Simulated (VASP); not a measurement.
Set up this calculation in VASP 6.6.1, as the native input.

```
Task                   : single point
Functional             : r2SCAN
Potentials or basis    : VASP PAW PBE potentials, release 64 (Cd, Se)
Cutoff                 : 520 eV
k mesh                 : 6 × 6 × 4
Occupations            : gaussian, width 0.01 eV
Spin                   : no spin polarisation
Dipole correction      : no
Further INCAR settings : ALGO = Normal; EDIFF = 1e-07; NBANDS = 26
```

The system is CdSe.

```
CELL_PARAMETERS angstrom
4.60224 0.00000 0.00000
-2.30112 3.98566 0.00000
0.00000 0.00000 6.00162
ATOMIC_POSITIONS crystal
Cd 0.33333 0.66667 0.25000
Cd 0.66667 0.33333 0.75000
Se 0.66667 0.33333 0.25000
Se 0.33333 0.66667 0.75000
```

One way to write it, as run:

POSCAR

```
CdSe
1.0
    4.6022437331      0.0000000000      0.0000000000
   -2.3011218665      3.9856599873      0.0000000000
    0.0000000000      0.0000000000      6.0016225191
Cd Se
2 2
Direct
    0.3333333333      0.6666666667      0.2500000000
    0.6666666667      0.3333333333      0.7500000000
    0.6666666667      0.3333333333      0.2500000000
    0.3333333333      0.6666666667      0.7500000000
```

INCAR.step1

```
SYSTEM = CdSe
ALGO = Normal ; EDIFF = 1E-4
ENCUT = 520 ; GGA = PE
ISMEAR = 0 ; LASPH = .TRUE.
LCHARG = .FALSE. ; LREAL = .FALSE.
LWAVE = .TRUE. ; NBANDS = 26
NELM = 60 ; PREC = Accurate
SIGMA = 0.01
```

INCAR.step2

```
SYSTEM = CdSe
ALGO = Normal ; EDIFF = 1E-7
ENCUT = 520 ; ISIF = 2
ISMEAR = 0 ; ISTART = 1
LASPH = .TRUE. ; LCHARG = .TRUE.
LELF = .TRUE. ; LMIXTAU = .TRUE.
LREAL = .FALSE. ; LVHAR = .TRUE.
LWAVE = .FALSE. ; METAGGA = R2SCAN
NBANDS = 26 ; NELM = 60
PREC = Accurate ; SIGMA = 0.01
```

KPOINTS

```
k-points
0
G
  6 6 4
  0 0 0
```

Potentials or basis: VASP PAW PBE potentials, release 64 (Cd, Se).

Launch:

```sh
$ cat potpaw_PBE.64/Cd/POTCAR potpaw_PBE.64/Se/POTCAR > POTCAR
$ cp INCAR.step1 INCAR
$ mpirun -np 1 vasp_std > vasp.out
$ cp INCAR.step2 INCAR
$ mpirun -np 1 vasp_std > vasp.out
```

It gave:

```yaml
Pressure: 0.3 GPa
Band_gap_on_the_k_mesh: 0.70 eV, indirect (least direct gap 0.90 eV)
```

Caveat: the PAW data sets were made with another functional, which shifts forces and pressure a little.

It took 4.3 min on 1 thread of Intel(R) Xeon(R) Platinum 8259CL CPU @ 2.50GHz (Skylake/Cascade Lake), with other jobs on the host, peak memory 0.27 GiB.
